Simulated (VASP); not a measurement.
# MgO (Fm-3m) in VASP: vibrations by perturbation theory with PBE

Aim: the vibrations by perturbation theory of MgO with PBE.

All numbers are computed with VASP 6.6.1; they aren't measurements. Logs are shortened: lines on timing, memory, paths and dates and some standing lists are left out, and cuts for length are marked.

## Step 1: The cell of the first run

The structure is cubic, space group Fm-3m (No. 225). The conventional cell has a = 4.270 Å, b = 4.270 Å, c = 4.270 Å, α = 90.00°, β = 90.00°, γ = 90.00°. Mg (site symmetry m-3m) has 6 O at 2.14 Å within 2.8 Å. Within 2.8 Å of O (site symmetry m-3m) lie 6 Mg at 2.14 Å.

## Step 2: Vibrations by perturbation theory, PBE

Input file INCAR:

```
SYSTEM = MgO
PREC = Accurate
ENCUT = 520
EDIFF = 1E-8
ISMEAR = 0
SIGMA = 0.05
LREAL = .False.
LASPH = .True.
NELM = 100
ALGO = Normal
ISIF = 2
LWAVE = .False.
LCHARG = .False.
GGA = PE
NBANDS = 16
IBRION = 8
NSW = 1
```

Input file KPOINTS:

```
Automatic mesh
0
Gamma
  8 8 6
  0 0 0
```

Input file POSCAR:

```
MgO
1.0
    0.0000000000     -2.1351500000     -2.1351500000
    0.0000000000      2.1351500000     -2.1351500000
    4.2703000000      0.0000000000      0.0000000000
Mg O
2 2
Direct
    0.5000000000      0.5000000000      0.5000000000
    0.0000000000      0.0000000000      0.0000000000
    0.5000000000      0.5000000000      0.0000000000
    0.0000000000      0.0000000000      0.5000000000
```

Potentials or basis: VASP PAW PBE potentials, release 64 (Mg, O).

Command:

```sh
$ cat potpaw_PBE.64/Mg/POTCAR potpaw_PBE.64/O/POTCAR > POTCAR
$ mpirun -np 1 vasp_std > vasp.out
```

OUTCAR:

```text
SYSTEM = MgO
   PREC = Accurate
   ENCUT = 520
   EDIFF = 1E-8
   ISMEAR = 0
   LREAL = .False.
   LASPH = .True.
   NELM = 100
   ISIF = 2
   GGA = PE
   IBRION = 8
   NSW = 1

 ion  position               nearest neighbor table
   1  0.500  0.500  0.500-   3 2.14   4 2.14   3 2.14   4 2.14   4 2.14   4 2.14   2 3.02   2 3.02
                             2 3.02   2 3.02   2 3.02   2 3.02   2 3.02   2 3.02
   2  0.000  0.000  0.000-   3 2.14   4 2.14   4 2.14   3 2.14   3 2.14   3 2.14   1 3.02   1 3.02
                             1 3.02   1 3.02   1 3.02   1 3.02   1 3.02   1 3.02
   3  0.500  0.500  0.000-   1 2.14   2 2.14   1 2.14   2 2.14   2 2.14   2 2.14
   4  0.000  0.000  0.500-   1 2.14   2 2.14   2 2.14   1 2.14   1 2.14   1 2.14

  LATTYP: Found a simple tetragonal cell.
 ALAT       =     3.0195580877
 C/A-ratio  =     1.4142135624

  Lattice vectors:

 A1 = (   0.0000000000,  -2.1351500000,  -2.1351500000)
 A2 = (   0.0000000000,   2.1351500000,  -2.1351500000)
 A3 = (   4.2703000000,   0.0000000000,   0.0000000000)

Analysis of symmetry for initial positions (statically):
=====================================================================
 Subroutine PRICEL returns following result:

  LATTYP: Found a face centered cubic cell.
 ALAT       =     4.2703000000

  Lattice vectors:

 A1 = (  -2.1351500000,   0.0000000000,   2.1351500000)
 A2 = (  -2.1351500000,  -2.1351500000,   0.0000000000)
 A3 = (   0.0000000000,  -2.1351500000,   2.1351500000)

   2 primitive cells build up your supercell.

 Routine SETGRP: Setting up the symmetry group for a
 simple tetragonal supercell.

 Subroutine GETGRP returns: Found 16 space group operations
 (whereof 16 operations were pure point group operations)
 out of a pool of 16 trial point group operations.

The static configuration has the point symmetry D_4h.

Analysis of symmetry for dynamics (positions and initial velocities):
=====================================================================
 Subroutine PRICEL returns following result:

  LATTYP: Found a face centered cubic cell.
 ALAT       =     4.2703000000

  Lattice vectors:

 A1 = (  -2.1351500000,   0.0000000000,   2.1351500000)
 A2 = (  -2.1351500000,  -2.1351500000,   0.0000000000)
 A3 = (   0.0000000000,  -2.1351500000,   2.1351500000)

   2 primitive cells build up your supercell.

 Routine SETGRP: Setting up the symmetry group for a
 simple tetragonal supercell.

 Subroutine GETGRP returns: Found 16 space group operations
 (whereof 16 operations were pure point group operations)
 out of a pool of 16 trial point group operations.

The dynamic configuration has the point symmetry D_4h.

 Subroutine INISYM returns: Found 16 space group operations
 (whereof 16 operations are pure point group operations),
 and found     2 'primitive' translations

----------------------------------------------------------------------------------------

                                     Primitive cell

  volume of cell :      19.4677

  direct lattice vectors                    reciprocal lattice vectors
    -2.135150000  0.000000000  2.135150000    -0.234175585  0.234175585  0.234175585
    -2.135150000 -2.135150000  0.000000000    -0.234175585 -0.234175585 -0.234175585
     0.000000000 -2.135150000  2.135150000     0.234175585 -0.234175585  0.234175585

[... 139 lines left out ...]
 Fermi energy:         3.1586991417

 k-point     1 :       0.0000    0.0000    0.0000
  band No.  band energies     occupation
      1     -14.1729      2.00000
      2     -12.7463      2.00000
      3      -1.0328      2.00000
      4       1.5929      2.00000
      5       1.5929      2.00000
      6       2.8845      2.00000
[... 433 lines left out ...]
      3      -0.7959      2.00000
      4      -0.7959      2.00000
      5       1.3458      2.00000
      6       1.3458      2.00000
[... 8 lines left out ...]
     15      19.4870      0.00000
     16      19.4870      0.00000

 [... further k-points ...]

------------------------ aborting loop because EDIFF is reached ----------------------------------------

  FORCE on cell =-STRESS in cart. coord.  units (eV):
  Direction    XX          YY          ZZ          XY          YZ          ZX
  --------------------------------------------------------------------------------------
  -------------------------------------------------------------------------------------
  Total       -0.5891403     -0.5888988     -0.5888988     -0.0000000      0.0000000     -0.0000000
  in kB      -24.2428767    -24.2329382    -24.2329382     -0.0000000      0.0000000     -0.0000000
  external PRESSURE =     -24.2362510 kB  Pullay stress =       0.0000000 kB

 VOLUME and BASIS-vectors are now :
 -----------------------------------------------------------------------------
  energy-cutoff  :      520.00
  volume of cell :       38.94
      direct lattice vectors                 reciprocal lattice vectors
     0.000000000 -2.135150000 -2.135150000     0.000000000 -0.234175585 -0.234175585
     0.000000000  2.135150000 -2.135150000     0.000000000  0.234175585 -0.234175585
     4.270300000  0.000000000  0.000000000     0.234175585  0.000000000  0.000000000

 POSITION                                       TOTAL-FORCE (eV/Angst)
 -----------------------------------------------------------------------------------
      2.13515      0.00000     -2.13515        -0.000000     -0.000000     -0.000000
      0.00000      0.00000      0.00000        -0.000000     -0.000000     -0.000000
      0.00000      0.00000     -2.13515         0.000000      0.000000      0.000000
      2.13515      0.00000      0.00000        -0.000000     -0.000000      0.000000
 -----------------------------------------------------------------------------------
    total drift:                               -0.000000     -0.000000      0.000000

  FREE ENERGIE OF THE ION-ELECTRON SYSTEM (eV)
  ---------------------------------------------------
  free  energy   TOTEN  =       -23.8194925342 eV

  energy  without entropy=      -23.8194925342  energy(sigma->0) =      -23.81949253

[... ionic steps 2 to 9 ...]

--------------------------------------- Ionic step       10  -------------------------------------------

------------------------ aborting loop because EDIFF is reached ----------------------------------------

--------------------------------------- Ionic step       11  -------------------------------------------

 Free energy of the ion-electron system (eV)
  ---------------------------------------------------
  ---------------------------------------------------
  free energy    TOTEN  =        -0.36346908 eV

  energy without entropy =       -0.36346908

------------------------ aborting loop because EDIFF is reached ----------------------------------------

 INTERNAL STRAIN TENSOR  FOR ION    3  DIRECTION 2   (eV/Angst):
 -----------------------------------------------------------------------------
     0.00255  0.00000  0.00000
     0.00000 -0.00591  0.00000
     0.00000  0.00000  0.00774

 INTERNAL STRAIN TENSOR FOR ION    4 for displacements in x,y,z  (eV/Angst):
          X           Y           Z          XY          YZ          ZX
  --------------------------------------------------------------------------------
  x     0.00000     0.00000     0.00000     0.00000     0.00000     0.00000
  y     0.00000     0.00000     0.00000     0.00000     0.00000     0.00000
  z     0.00000     0.00000     0.00000     0.00000     0.00000     0.00000

 SECOND DERIVATIVES (NOT SYMMETRIZED)
 ------------------------------------
               1X          1Y          1Z          2X          2Y          2Z          3X          3Y          3Z          4X          4Y          4Z
  1X    -9.275342    0.000000    0.000000    4.765187   -0.000000    0.000000    1.630766   -0.000000   -0.000000    2.879389    0.000000    0.000000
  1Y     0.000000   -6.194612    0.000000    0.000000    1.683231    0.000000    0.000000    1.174831    0.000000    0.000000    3.336550    0.000000
  1Z     0.000000    0.000000   -6.194612    0.000000    0.000000    1.683231    0.000000    0.000000    1.174831    0.000000    0.000000    3.336550
  2X     4.765187   -0.000000    0.000000   -9.275342    0.000000    0.000000    2.879389    0.000000    0.000000    1.630766   -0.000000   -0.000000
  2Y     0.000000    1.683231    0.000000    0.000000   -6.194612    0.000000    0.000000    3.336550    0.000000    0.000000    1.174831    0.000000
  2Z     0.000000    0.000000    1.683231    0.000000    0.000000   -6.194612    0.000000    0.000000    3.336550    0.000000    0.000000    1.174831
  3X     1.617004   -0.000000   -0.000000    2.866535   -0.000000   -0.000000  -10.188771    0.000000    0.000000    5.705232    0.000000    0.000000
  3Y     0.000000    1.179843    0.000000    0.000000    3.333572    0.000000    0.000000   -6.918852    0.000000    0.000000    2.405437    0.000000
  3Z     0.000000    0.000000    1.179843    0.000000    0.000000    3.333572    0.000000    0.000000   -6.918852    0.000000    0.000000    2.405437
  4X     2.866535   -0.000000   -0.000000    1.617004   -0.000000   -0.000000    5.705232    0.000000    0.000000  -10.188771    0.000000    0.000000
  4Y     0.000000    3.333572    0.000000    0.000000    1.179843    0.000000    0.000000    2.405437    0.000000    0.000000   -6.918852    0.000000
  4Z     0.000000    0.000000    3.333572    0.000000    0.000000    1.179843    0.000000    0.000000    2.405437    0.000000    0.000000   -6.918852

 Eigenvectors and eigenvalues of the dynamical matrix
 ----------------------------------------------------

   1 f  =   15.655270 THz    98.364961 2PiTHz  522.203590 cm-1    64.744964 meV
             X         Y         Z           dx          dy          dz
      2.135150  0.000000 -2.135150     0.104202    0.000000    0.000000
      0.000000  0.000000  0.000000    -0.104202   -0.000000   -0.000000
      0.000000  0.000000 -2.135150     0.699387    0.000000    0.000000
      2.135150  0.000000  0.000000    -0.699387   -0.000000   -0.000000
[... 71 lines left out ...]
  12 f/i=    0.015459 THz     0.097129 2PiTHz    0.515643 cm-1     0.063932 meV
             X         Y         Z           dx          dy          dz
      2.135150  0.000000 -2.135150     0.548456    0.000000   -0.000000
      0.000000  0.000000  0.000000     0.548456    0.000000   -0.000000
      0.000000  0.000000 -2.135150     0.446313    0.000000   -0.000000
      2.135150  0.000000  0.000000     0.446313    0.000000   -0.000000

--------------------------------------------------------------------------------------------------------

 ELASTIC MODULI CONTR FROM IONIC RELAXATION (kBar)
 Direction    XX          YY          ZZ          XY          YZ          ZX
 --------------------------------------------------------------------------------
 XX           0.0000      0.0000      0.0000      0.0000      0.0000      0.0000
 YY           0.0000      0.0000      0.0000      0.0000      0.0000      0.0000
 ZZ           0.0000      0.0000      0.0000      0.0000      0.0000      0.0000
 XY           0.0000      0.0000      0.0000      0.0000      0.0000      0.0000
 YZ           0.0000      0.0000      0.0000      0.0000      0.0000      0.0000
 ZX           0.0000      0.0000      0.0000      0.0000      0.0000      0.0000
 --------------------------------------------------------------------------------
```

It took 2 min on 1 thread of Intel Xeon Platinum 8488C (Sapphire Rapids), shared host; peak memory 0.29 GiB.

Results:

```yaml
Highest_phonon_frequency_at_Γ_LO-TO_splitting_left_out: 522 cm⁻¹
```

Phonon frequencies in cm⁻¹ (negative: imaginary):
```tsv
q point	frequencies
(0.000, 0.000, 0.000)	-1 0 0 278 278 356 357 357 393 412 412 522
```

Caveat: the cell stands under pressure or tension, which shifts response properties.
